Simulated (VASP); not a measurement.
NaF, 2 atoms in the cell. Symmetry: R-3m, No. 166, trigonal system. The conventional cell has a = 2.608 Å, b = 2.608 Å, c = 12.776 Å, α = 90.00°, β = 90.00°, γ = 120.00°. Na (site symmetry -3m) has 6 F at 2.61 Å and 6 Na at 2.61 Å within 3.4 Å. F (site symmetry -3m) has 6 Na at 2.61 Å and 6 F at 2.61 Å within 3.4 Å.  This cell differs from its parent crystal: ratio of the length along [111] to the lengths across it x 2.0, volume and fractional coordinates fixed.

| Property | Result |
| --- | --- |
| Program | VASP 6.6.1 |
| Task | single point |
| Functional | PBEsol |
| Potentials or basis | VASP PAW PBE potentials, release 64 (Na_pv, F) |
| Cutoff | 520 eV |
| k mesh | 10 × 10 × 10 |
| Occupations | gaussian, width 0.05 eV |
| Spin | no spin polarisation |
| Dipole correction | no |
| Further INCAR settings | ALGO = Normal; EDIFF = 1e-06; NBANDS = 14 |

Potentials or basis: VASP PAW PBE potentials, release 64 (Na_pv, F).

Run with:

```console
$ cat potpaw_PBE.64/Na_pv/POTCAR potpaw_PBE.64/F/POTCAR > POTCAR
$ mpirun -np 1 vasp_std > vasp.out
```

Hardware: 1 thread of Intel(R) Xeon(R) 6975P-C (Granite Rapids) (shared host).

**Question.** How long does it take, and how much memory?

**Answer.** Wall time 28 s on 1 thread of Intel(R) Xeon(R) 6975P-C (Granite Rapids), with other jobs on the host, peak memory 0.2 GiB. Counts: scf iterations 13, k points 116.
